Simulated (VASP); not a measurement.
# MoCl (R-3m) in VASP: single point with PBE

Aim: the single point of MoCl with PBE.

Everything below comes from runs of VASP 6.6.1. Logs are shortened: lines on timing, memory, paths and dates and some standing lists are left out, and cuts for length are marked.

### 1 The cell of the first run

Symmetry: R-3m, No. 166, trigonal system. The conventional cell has a = 3.032 Å, b = 3.032 Å, c = 28.618 Å, α = 90.00°, β = 90.00°, γ = 120.00°. Mo (site symmetry 3m) has 3 Cl at 2.48 Å and 9 Mo at 2.87 to 3.03 Å within 3.3 Å. Within 3.3 Å of Cl (site symmetry 3m) lie 3 Mo at 2.48 Å and 6 Cl at 3.03 Å.

### 2 Single point, PBE, collinear spin

INCAR

```
SYSTEM = MoCl
ALGO = Normal
EDIFF = 1E-7
ENCUT = 520
GGA = PE
ISIF = 2
ISMEAR = 0
ISPIN = 2
LASPH = .TRUE.
LCHARG = .FALSE.
LMAXMIX = 4
LORBIT = 11
LREAL = .FALSE.
LWAVE = .FALSE.
MAGMOM = 1 1 0 0
NBANDS = 33
NELM = 150
PREC = Accurate
SIGMA = 0.2
```

KPOINTS

```
k-points
0
G
  7 7 7
  0 0 0
```

POSCAR

```
MoCl
1.0
    1.5158695708      0.8751877030      9.5392661396
   -1.5158695708      0.8751877030      9.5392661396
    0.0000000000     -1.7503754113      9.5392661391
Mo Cl
2 2
Direct
    0.2064296944      0.2064296944      0.2064296944
    0.7935703056      0.7935703056      0.7935703056
    0.6013307171      0.6013307171      0.6013307171
    0.3986692829      0.3986692829      0.3986692829
```

Potentials or basis: VASP PAW PBE potentials, release 64 (Mo_sv, Cl).

Started as:

```console
cat potpaw_PBE.64/Mo_sv/POTCAR potpaw_PBE.64/Cl/POTCAR > POTCAR
mpirun -np 1 vasp_std > vasp.out
```

OUTCAR:

```text
SYSTEM = MoCl
   EDIFF = 1E-7
   ENCUT = 520
   GGA = PE
   ISIF = 2
   ISMEAR = 0
   ISPIN = 2
   LASPH = .TRUE.
   LORBIT = 11
   LREAL = .FALSE.
   NELM = 150
   PREC = Accurate

 ion  position               nearest neighbor table
   1  0.206  0.206  0.206-   3 2.48   3 2.48   3 2.48   2 2.87   2 2.87   2 2.87
   2  0.794  0.794  0.794-   4 2.48   4 2.48   4 2.48   1 2.87   1 2.87   1 2.87
   3  0.601  0.601  0.601-   1 2.48   1 2.48   1 2.48
   4  0.399  0.399  0.399-   2 2.48   2 2.48   2 2.48

  LATTYP: Found a trigonal (rhomboedric) cell.
 ALAT       =     9.6985263083
 COS(alpha) =     0.9511412705

  Lattice vectors:

 A1 = (   1.5158695708,   0.8751877030,   9.5392661396)
 A2 = (  -1.5158695708,   0.8751877030,   9.5392661396)
 A3 = (   0.0000000000,  -1.7503754113,   9.5392661391)

Analysis of symmetry for initial positions (statically):
=====================================================================
 Subroutine PRICEL returns:
 Original cell was already a primitive cell.

 Routine SETGRP: Setting up the symmetry group for a
 trigonal (rhombohedral) supercell.

 Subroutine GETGRP returns: Found 12 space group operations
 (whereof 12 operations were pure point group operations)
 out of a pool of 12 trial point group operations.

The static configuration has the point symmetry D_3d.

Analysis of symmetry for dynamics (positions and initial velocities):
=====================================================================
 Subroutine PRICEL returns:
 Original cell was already a primitive cell.

 Routine SETGRP: Setting up the symmetry group for a
 trigonal (rhombohedral) supercell.

 Subroutine GETGRP returns: Found 12 space group operations
 (whereof 12 operations were pure point group operations)
 out of a pool of 12 trial point group operations.

The dynamic configuration has the point symmetry D_3d.

Analysis of structural, dynamic, and magnetic symmetry:
=====================================================================
 Subroutine PRICEL returns:
 Original cell was already a primitive cell.

 Routine SETGRP: Setting up the symmetry group for a
 trigonal (rhombohedral) supercell.

 Subroutine GETGRP returns: Found 12 space group operations
 (whereof 12 operations were pure point group operations)
 out of a pool of 12 trial point group operations.

The overall configuration has the point symmetry D_3d.

 Subroutine INISYM returns: Found 12 space group operations
 (whereof 12 operations are pure point group operations),
 and found     1 'primitive' translations

----------------------------------------------------------------------------------------
[... 128 lines left out ...]
 spin polarized calculation
 Gauss-broadening in eV      SIGMA  =   0.20
  energy-cutoff  :      520.00
  volume of cell :       75.93
 maximum number of plane-waves:      2070
   NGX = 37   NGY = 37   NGZ = 37

 number of electron      42.0000001 magnetization      -0.0003556

 number of electron      42.0000001 magnetization       0.0001121

 Free energy of the ion-electron system (eV)
  ---------------------------------------------------
  ext. energy  EPLUGINS =         0.00000000
  ---------------------------------------------------
  free energy    TOTEN  =       -26.21356435 eV

  energy without entropy =      -26.12061025  energy(sigma->0) =      -26.16708730

 E-fermi :   7.8247     XC(G=0): -10.7524

 val. band max:        7.8205244491   @ k =  -0.2857   0.4286   0.1429
 cond. band min:       7.9106733414   @ k =   0.4286   0.4286   0.0000
 fundamental gap:      0.0901488923
 Fermi energy:         7.8246615426

 spin component 1

 k-point     1 :       0.0000    0.0000    0.0000
  band No.  band energies     occupation
      1     -53.5462      1.00000
      2     -53.4568      1.00000
      3     -27.8963      1.00000
      4     -27.4003      1.00000
      5     -27.3289      1.00000
      6     -27.3289      1.00000
[... 853 lines left out ...]
     32      17.2740      0.00000
     33      17.5611      0.00000

 [... further k-points ...]

 spin component 2

 k-point     1 :       0.0000    0.0000    0.0000
  band No.  band energies     occupation
      1     -53.5462      1.00000
      2     -53.4568      1.00000
      3     -27.8963      1.00000
      4     -27.4003      1.00000
      5     -27.3288      1.00000
      6     -27.3288      1.00000
[... 853 lines left out ...]
     32      17.2740      0.00000
     33      17.5611      0.00000

 [... further k-points ...]

------------------------ aborting loop because EDIFF is reached ----------------------------------------

  FORCE on cell =-STRESS in cart. coord.  units (eV):
  Direction    XX          YY          ZZ          XY          YZ          ZX
  --------------------------------------------------------------------------------------
  -------------------------------------------------------------------------------------
  Total       -0.0175300     -0.0175300      0.0618873      0.0000000     -0.0000000      0.0000000
  in kB       -0.3698820     -0.3698820      1.3058192      0.0000000     -0.0000000      0.0000000
  external PRESSURE =       0.1886851 kB  Pullay stress =       0.0000000 kB

 VOLUME and BASIS-vectors are now :
 -----------------------------------------------------------------------------
  energy-cutoff  :      520.00
  volume of cell :       75.93
      direct lattice vectors                 reciprocal lattice vectors
     1.515869571  0.875187703  9.539266140     0.329843682  0.190435338  0.034943289
    -1.515869571  0.875187703  9.539266140    -0.329843682  0.190435338  0.034943289
     0.000000000 -1.750375411  9.539266139     0.000000000 -0.380870677  0.034943289

 POSITION                                       TOTAL-FORCE (eV/Angst)
 -----------------------------------------------------------------------------------
      0.00000     -0.00000      5.90756         0.000000      0.000000     -0.003884
      0.00000     -0.00000     22.71024         0.000000     -0.000000      0.003884
      0.00000     -0.00000     17.20876         0.000000      0.000000     -0.011072
      0.00000     -0.00000     11.40904         0.000000     -0.000000      0.011072
 -----------------------------------------------------------------------------------
    total drift:                                0.000000     -0.000000      0.000000

  FREE ENERGIE OF THE ION-ELECTRON SYSTEM (eV)
  ---------------------------------------------------
  free  energy   TOTEN  =       -26.2135643457 eV

  energy  without entropy=      -26.1206102496  energy(sigma->0) =      -26.16708730

 total charge

# of ion       s       p       d       tot
------------------------------------------
    1        2.292   6.152   3.832  12.276
    2        2.292   6.152   3.832  12.276
    3        1.611   3.509   0.000   5.120
    4        1.611   3.509   0.000   5.120
--------------------------------------------------
tot          7.806  19.322   7.664  34.792

 magnetization (x)

# of ion       s       p       d       tot
------------------------------------------
    1        0.000   0.000   0.000   0.000
    2        0.000   0.000   0.000   0.000
    3        0.000   0.000   0.000   0.000
    4        0.000   0.000   0.000   0.000
--------------------------------------------------
tot          0.000   0.000   0.000   0.000
```

OSZICAR:

```text
N       E                     dE             d eps       ncg     rms          rms(c)
DAV:   1     0.410953012528E+03    0.41095E+03   -0.24313E+04  6056   0.122E+03
DAV:   2    -0.120412644352E+02   -0.42299E+03   -0.40815E+03  6685   0.366E+02
DAV:   3    -0.275211999354E+02   -0.15480E+02   -0.15217E+02  7169   0.687E+01
DAV:   4    -0.277292235865E+02   -0.20802E+00   -0.20778E+00  6765   0.812E+00
[... 11 lines left out ...]
DAV:  16    -0.262135613512E+02   -0.21458E-04   -0.40561E-05  6559   0.325E-02    0.800E-03
DAV:  17    -0.262135635714E+02   -0.22202E-05   -0.25672E-06  6291   0.929E-03    0.347E-03
DAV:  18    -0.262135641353E+02   -0.56390E-06   -0.38520E-07  5506   0.320E-03    0.128E-03
DAV:  19    -0.262135642976E+02   -0.16227E-06   -0.13832E-07  5342   0.195E-03    0.680E-04
DAV:  20    -0.262135643457E+02   -0.48189E-07   -0.27222E-08  4450   0.903E-04
   1 F= -.26213564E+02 E0= -.26167087E+02  d E =-.929541E-01  mag=    -0.0000
```

It took 29 min on 1 thread of Intel Xeon Platinum 8259CL at 2.50GHz (Skylake/Cascade Lake), shared host; peak memory 1 GiB.

What came out:

| Item | Value |
| --- | --- |
| Free energy | -26.2136 eV |
| Pressure | 0.0 GPa |
| Largest force | 0.011 eV/Å |
| Band gap on the k mesh | zero (filled and empty bands overlap) |
| Net moment | 0.00 μB per cell |
| Valence electrons inside the program's atomic spheres | Mo 12.28; Cl 5.12 |

Forces in eV/Å, atoms in the order of the input:
```
Mo   0.000  0.000 -0.004
Mo   0.000  0.000  0.004
Cl   0.000  0.000 -0.011
Cl   0.000  0.000  0.011
```
